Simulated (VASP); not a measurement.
# TiSi (Cmmm) in VASP: further runs

The runs below take TiSi through single point, with PBEsol.

All numbers are computed with VASP 6.6.1; they aren't measurements. Logs are shortened: lines on timing, memory, paths and dates and some standing lists are left out, and cuts for length are marked.

### Step 1. The cell of the first run

The structure is orthorhombic, space group Cmmm (No. 65). Conventional cell: a = 3.523 Å, b = 4.108 Å, c = 3.861 Å, α = 90.00°, β = 90.00°, γ = 90.00°. Ti (site symmetry mmm) has 8 Si at 2.61 to 2.82 Å and 4 Ti at 2.71 Å within 3.4 Å. Si (site symmetry mmm) has 8 Ti at 2.61 to 2.82 Å and 4 Si at 2.71 Å within 3.4 Å.

### Step 2. Single point, PBEsol (strain -0.030 along x and y, +0.015 along z)

File INCAR:

```
ALGO = Normal
EDIFF = 1E-6
ENCUT = 520
GGA = PS
ISIF = 2
ISMEAR = 0
LASPH = T
LCHARG = T
LELF = T
LREAL = F
LVHAR = T
LWAVE = F
NBANDS = 15
NELM = 100
PREC = Accurate
SIGMA = 0.15
```

File KPOINTS:

```
k-points
0
Gamma
  18 18 12
```

File POSCAR:

```
TiSi
1.0
    1.7616926600     -2.0540952800      0.0000000000
    1.7616926600      2.0540952800      0.0000000000
    0.0000000000      0.0000000000      3.8609930100
Ti Si
1 1
Direct
    0.5000000000      0.5000000000      0.0000000000
    0.0000000000      0.0000000000      0.5000000000
```

Potentials or basis: VASP PAW PBE potentials, release 64 (Ti_sv, Si).

Command:

```console
$ cat potpaw_PBE.64/Ti_sv/POTCAR potpaw_PBE.64/Si/POTCAR > POTCAR
$ mpirun -np 1 vasp_std > vasp.out
```

OUTCAR:

```text
EDIFF = 1E-6
   ENCUT = 520
   GGA = PS
   ISIF = 2
   ISMEAR = 0
   LASPH = T
   LREAL = F
   NELM = 100
   PREC = Accurate

 ion  position               nearest neighbor table
   1  0.500  0.500  0.000-   2 2.61   2 2.61   2 2.61   2 2.61   2 2.82   2 2.82   2 2.82   2 2.82

   2  0.000  0.000  0.500-   1 2.61   1 2.61   1 2.61   1 2.61   1 2.82   1 2.82   1 2.82   1 2.82

  LATTYP: Found a base centered orthorhombic cell.
 ALAT       =     3.5233853200
 B/A-ratio  =     1.1659782246
 C/A-ratio  =     1.0958191226

  Lattice vectors:

 A1 = (   1.7616926600,  -2.0540952800,   0.0000000000)
 A2 = (   1.7616926600,   2.0540952800,   0.0000000000)
 A3 = (   0.0000000000,   0.0000000000,   3.8609930100)

Analysis of symmetry for initial positions (statically):
=====================================================================
 Subroutine PRICEL returns:
 Original cell was already a primitive cell.

 Routine SETGRP: Setting up the symmetry group for a
 base centered orthorhombic supercell.

 Subroutine GETGRP returns: Found  8 space group operations
 (whereof  8 operations were pure point group operations)
 out of a pool of  8 trial point group operations.

The static configuration has the point symmetry D_2h.

Analysis of symmetry for dynamics (positions and initial velocities):
=====================================================================
 Subroutine PRICEL returns:
 Original cell was already a primitive cell.

 Routine SETGRP: Setting up the symmetry group for a
 base centered orthorhombic supercell.

 Subroutine GETGRP returns: Found  8 space group operations
 (whereof  8 operations were pure point group operations)
 out of a pool of  8 trial point group operations.

The dynamic configuration has the point symmetry D_2h.

 Subroutine INISYM returns: Found  8 space group operations
 (whereof  8 operations are pure point group operations),
 and found     1 'primitive' translations

----------------------------------------------------------------------------------------

                                     Primitive cell

  volume of cell :      27.9434

  direct lattice vectors                    reciprocal lattice vectors
     1.761692660 -2.054095280  0.000000000     0.283817950 -0.243416167  0.000000000
     1.761692660  2.054095280  0.000000000     0.283817950  0.243416167  0.000000000
     0.000000000  0.000000000  3.860993010     0.000000000  0.000000000  0.259000728

  length of vectors
     2.706079904  2.706079904  3.860993010     0.373903810  0.373903810  0.259000728

  position of ions in fractional coordinates (direct lattice)
     0.500000000  0.500000000  0.000000000
     0.000000000  0.000000000  0.500000000

  ion indices of the primitive-cell ions
   primitive index   ion index
                 1           1
                 2           2

----------------------------------------------------------------------------------------

 KPOINTS: k-points

Automatic generation of k-mesh.
 Grid dimensions read from file:
 generate k-points for:   18   18   12

 Generating k-lattice:

  Cartesian coordinates                     Fractional coordinates (reciprocal lattice)
     0.015767664 -0.013523120  0.000000000     0.055555556  0.000000000  0.000000000
     0.015767664  0.013523120  0.000000000     0.000000000  0.055555556  0.000000000
     0.000000000  0.000000000  0.021583394     0.000000000  0.000000000  0.083333333

  Length of vectors
     0.020772434  0.020772434  0.021583394

  Shift w.r.t. Gamma in fractional coordinates (k-lattice)
     0.000000000  0.000000000  0.000000000

 Subroutine IBZKPT returns following result:
 ===========================================

 Found    637 irreducible k-points:

 Following reciprocal coordinates:
            Coordinates               Weight
  0.000000  0.000000  0.000000      1.000000
  0.055556 -0.000000  0.000000      4.000000
  0.111111 -0.000000  0.000000      4.000000
  0.166667 -0.000000  0.000000      4.000000
  0.222222  0.000000  0.000000      4.000000
  0.277778 -0.000000  0.000000      4.000000
[... 16 lines left out ...]
 -0.277778  0.055556  0.000000      4.000000
 -0.222222  0.055556  0.000000      4.000000
 [... further k-points ...]
   k-points           NKPTS =    637   k-points in BZ     NKDIM =    637   number of bands    NBANDS=     15
   number of dos      NEDOS =    301   number of ions     NIONS =      2
   total plane-waves  NPLWV =  12000
   dimension x,y,z NGX =    20 NGY =   20 NGZ =   30
   dimension x,y,z NGXF=    40 NGYF=   40 NGZF=   60
   ions per type =               1   1
   NGX,Y,Z   is equivalent  to a cutoff of  12.29, 12.29, 12.92 a.u.
   NGXF,Y,Z  is equivalent  to a cutoff of  24.57, 24.57, 25.83 a.u.
 SYSTEM =  unknown system
   PREC   = accura    normal or accurate (medium, high low for compatibility)
   ISTART =      0    job   : 0-new  1-cont  2-samecut
   ICHARG =      2    charge: 1-file 2-atom 10-const
   ISPIN  =      1    spin polarized calculation?
   LNONCOLLINEAR =      F non collinear calculations
   LSORBIT =      F    spin-orbit coupling
   LASPH  =      T    aspherical Exc in radial PAW
   ENCUT  =  520.0 eV  38.22 Ry    6.18 a.u.   5.03  5.03  7.18*2*pi/ulx,y,z
   NELM   =    100;   NELMIN=  2; NELMDL= -5     # of ELM steps
   EDIFF  = 0.1E-05   stopping-criterion for ELM
   LREAL  =      F    real-space projection
   EDIFFG = 0.1E-04   stopping-criterion for IOM
   NSW    =      0    number of steps for IOM
   IBRION =     -1    ionic relax: 0-MD 1-quasi-New 2-CG
   NFREE  =      0    steps in history (QN), initial steepest desc. (CG)
   ISIF   =      2    stress and relaxation
   ISYM   =      2    0-nonsym 1-usesym 2-fastsym
   POTIM  = 0.5000    time-step for ionic-motion
   TEBEG  =    0.0;   TEEND  =   0.0 temperature during run
   PSTRESS=    0.0 pullay stress
   NELECT =      16.0000    total number of electrons
   NUPDOWN=      -1.0000    fix difference up-down
   EMIN   =  10.00;   EMAX   =-10.00  energy-range for DOS
   EFERMI =   0.00;   METHOD = LEGACY
   ISMEAR =     0;   SIGMA  =   0.15  broadening in eV -4-tet -1-fermi 0-gaus
   EFERMI_NEDOS =   21; number of points for ismear=-14 and -15
   IALGO  =     38    algorithm
   IMIX   =      4    mixing-type and parameters
     AMIX     =   0.40;   BMIX     =  1.00
     AMIX_MAG =   1.60;   BMIX_MAG =  1.00
  volume/ion in A,a.u.               =      13.97        94.29
  Fermi-wavevector in a.u.,A,eV,Ry     =   1.359424  2.568939 25.144021  1.848033
  Thomas-Fermi vector in A             =   2.486173
   LORBIT       =      0    0 simple, 1 ext, 2 COOP (PROOUT), +10 PAW based schemes
   GGA     = PS    functional components
   LHFCALC =     F    Hartree Fock is set to
   AEXX    =    0.0000 exact exchange contribution
   IVDW    =     0    specifies the selected vdW correction
   LEPSILON=     F    determine dielectric tensor
   LRPA    =     F    only Hartree local field effects (RPA)
 non-spin polarized calculation
 Gauss-broadening in eV      SIGMA  =   0.15
  energy-cutoff  :      520.00
  volume of cell :       27.94
 maximum number of plane-waves:       772
   NGX = 11   NGY = 11   NGZ = 15

 number of electron      16.0000001 magnetization

 Free energy of the ion-electron system (eV)
  ---------------------------------------------------
  ext. energy  EPLUGINS =         0.00000000
  ---------------------------------------------------
  free energy    TOTEN  =       -15.32362374 eV

  energy without entropy =      -15.31177777  energy(sigma->0) =      -15.31770075

 E-fermi :  10.6168     XC(G=0): -12.0476

 val. band max:       10.6112068578   @ k =  -0.2222   0.2222   0.3333
 cond. band min:      10.6228887859   @ k =   0.3889   0.2222   0.5000
 fundamental gap:      0.0116819281
 Fermi energy:        10.6167693158

 k-point     1 :       0.0000    0.0000    0.0000
  band No.  band energies     occupation
      1     -45.7556      2.00000
      2     -22.2909      2.00000
      3     -21.7709      2.00000
      4     -21.6402      2.00000
      5      -1.4751      2.00000
      6       7.9492      2.00000
      7       8.4785      2.00000
      8       9.4293      2.00000
      9      12.4789      0.00000
     10      13.1577      0.00000
     11      13.8510      0.00000
     12      16.5129      0.00000
     13      16.8409      0.00000
     14      17.3118      0.00000
     15      19.1579      0.00000

 k-point     2 :       0.0556   -0.0000    0.0000
  band No.  band energies     occupation
      1     -45.7526      2.00000
      2     -22.2879      2.00000
      3     -21.7819      2.00000
      4     -21.6508      2.00000
      5      -1.4088      2.00000
      6       8.0085      2.00000
      7       8.4439      2.00000
      8       9.4404      2.00000
      9      12.5281      0.00000
     10      13.1609      0.00000
     11      13.7721      0.00000
     12      16.0131      0.00000
     13      16.8888      0.00000
     14      17.1088      0.00000
     15      19.7539      0.00000

 k-point     3 :       0.1111   -0.0000    0.0000
  band No.  band energies     occupation
      1     -45.7440      2.00000
      2     -22.2794      2.00000
      3     -21.8249      2.00000
      4     -21.6694      2.00000
      5      -1.2112      2.00000
      6       8.1741      2.00000
      7       8.3453      2.00000
      8       9.4455      2.00000
      9      12.6667      0.00000
     10      13.1789      0.00000
     11      13.5681      0.00000
     12      14.8777      0.00000
     13      16.8757      0.00000
     14      17.2283      0.00000
     15      20.5891      0.00000
[... 343 lines left out ...]
 k-point    23 :      -0.2778    0.0556    0.0000
  band No.  band energies     occupation
      1     -45.6949      2.00000
      2     -22.2314      2.00000
      3     -22.1387      2.00000
      4     -21.6900      2.00000
      5       0.0953      2.00000
      6       7.9276      2.00000
      7       8.0721      2.00000
      8       9.3067      2.00000
      9      12.4671      0.00000
     10      12.7308      0.00000
     11      13.2213      0.00000
     12      14.0401      0.00000
     13      16.7385      0.00000
     14      18.6830      0.00000
     15      21.2199      0.00000

 k-point    24 :      -0.2222    0.0556    0.0000
  band No.  band energies     occupation
      1     -45.7123      2.00000
      2     -22.2485      2.00000
      3     -22.0148      2.00000
      4     -21.6962      2.00000
      5      -0.4524      2.00000
      6       8.1112      2.00000
      7       8.5668      2.00000
      8       9.2843      2.00000
      9      12.5747      0.00000
     10      12.7487      0.00000
     11      13.2672      0.00000
     12      13.7691      0.00000
     13      16.8341      0.00000
     14      18.1376      0.00000
     15      21.5461      0.00000

 [... further k-points ...]
[... 5 lines left out ...]
  --------------------------------------------------------------------------------------
  -------------------------------------------------------------------------------------
  Total        0.6583095      0.3068214     -0.2304852      0.0000000      0.0000000      0.0000000
  in kB       37.7451358     17.5920503    -13.2152056      0.0000000      0.0000000      0.0000000
  external PRESSURE =      14.0406602 kB  Pullay stress =       0.0000000 kB

 VOLUME and BASIS-vectors are now :
 -----------------------------------------------------------------------------
  energy-cutoff  :      520.00
  volume of cell :       27.94
      direct lattice vectors                 reciprocal lattice vectors
     1.761692660 -2.054095280  0.000000000     0.283817950 -0.243416167  0.000000000
     1.761692660  2.054095280  0.000000000     0.283817950  0.243416167  0.000000000
     0.000000000  0.000000000  3.860993010     0.000000000  0.000000000  0.259000728

 POSITION                                       TOTAL-FORCE (eV/Angst)
 -----------------------------------------------------------------------------------
      1.76169      0.00000      0.00000         0.000000     -0.000000      0.000000
      0.00000      0.00000      1.93050        -0.000000      0.000000      0.000000
 -----------------------------------------------------------------------------------
    total drift:                                0.000000      0.000000     -0.000000

  FREE ENERGIE OF THE ION-ELECTRON SYSTEM (eV)
  ---------------------------------------------------
  free  energy   TOTEN  =       -15.3236237388 eV

  energy  without entropy=      -15.3117777691  energy(sigma->0) =      -15.31770075
```

Wall time 4.7 min (1 thread of Intel Xeon Platinum 8375C at 2.90GHz (Ice Lake), shared host); peak memory 0.35 GiB.

Results:

| Item | Value |
| --- | --- |
| Free energy | -15.3236 eV |
| Pressure | 1.4 GPa |
| Band gap on the k mesh | zero (band 8 reaches 11.34 eV, above the bottom of band 9 at 9.51 eV) |

Caveat: the cell differs from its parent crystal (strain -0.030 along x and y, +0.015 along z); the PAW data sets were made with another functional, which shifts forces and pressure a little.

### Step 3. Single point, PBEsol (strain -0.015 along x and y, -0.015 along z)

File INCAR:

```
SYSTEM = TiSi
PREC     = Accurate       ! precision mode
ENCUT    = 520            ! plane-wave cutoff, eV
EDIFF    = 1E-6           ! SCF threshold, eV
ISMEAR   = 0              ! smearing method
SIGMA    = 0.15           ! smearing width, eV
LREAL    = .FALSE.        ! projectors in reciprocal space
LASPH    = .TRUE.         ! aspherical terms in the spheres
NELM     = 60             ! most SCF steps
ALGO     = Normal         ! electronic algorithm
ISIF     = 2              ! what is computed and relaxed
LWAVE    = .FALSE.        ! write WAVECAR
LCHARG   = .FALSE.        ! write CHGCAR
GGA      = PS             ! functional
NBANDS   = 15             ! bands
```

File KPOINTS:

```
Automatic mesh
0
G
  18 18 12
  0 0 0
```

File POSCAR:

```
TiSi
1.0
    1.7889353300     -2.0858596400      0.0000000000
    1.7889353300      2.0858596400      0.0000000000
    0.0000000000      0.0000000000      3.7468749900
Ti Si
1 1
Direct
    0.5000000000      0.5000000000      0.0000000000
    0.0000000000      0.0000000000      0.5000000000
```

Potentials or basis: VASP PAW PBE potentials, release 64 (Ti_sv, Si).

Command:

```console
$ cat potpaw_PBE.64/Ti_sv/POTCAR potpaw_PBE.64/Si/POTCAR > POTCAR
$ mpirun -np 1 vasp_std > vasp.out
```

Wall time 4.1 min (1 thread of Intel Xeon Platinum 8375C at 2.90GHz (Ice Lake), shared host); peak memory 0.35 GiB.

The run converged. Its results:

```
Free energy            : -15.3292 eV
Pressure               : 2.1 GPa
Band gap on the k mesh : zero (band 8 reaches 11.35 eV, above the bottom of band 9 at 9.57 eV)
```

Stress tensor (GPa, compression positive):
```
2.38 0.00 0.00
0.00 0.55 0.00
0.00 0.00 3.50
```

Levels at points of the mesh, in eV from the Fermi level:
| k point | band 5 | band 6 | band 7 | band 8 | band 9 | band 10 | band 11 | band 12 |
| --- | --- | --- | --- | --- | --- | --- | --- | --- |
| (0.00, 0.00, 0.00) | -11.98 | -2.54 | -1.63 | -1.20 | 1.75 | 2.46 | 3.06 | 5.46 |
| (0.50, 0.00, 0.00) | -7.67 | -6.54 | -2.98 | -0.89 | 1.74 | 2.46 | 4.52 | 4.91 |
| (0.50, 0.50, 0.00) | -5.90 | -3.85 | -1.51 | -1.40 | -0.95 | -0.37 | 3.18 | 3.33 |
| (0.00, 0.00, 0.50) | -10.53 | -6.63 | -0.88 | 0.60 | 0.66 | 1.76 | 3.15 | 6.99 |
| (0.50, 0.00, 0.50) | -8.05 | -4.93 | -2.60 | -1.78 | 1.46 | 1.90 | 1.93 | 3.56 |
| (0.50, 0.50, 0.50) | -5.06 | -4.01 | -3.51 | -2.92 | 2.26 | 2.65 | 2.71 | 4.31 |

Caveat: the cell differs from its parent crystal (strain -0.015 along x and y, -0.015 along z); the PAW data sets were made with another functional, which shifts forces and pressure a little.

(Continued in part 2 of 2.)
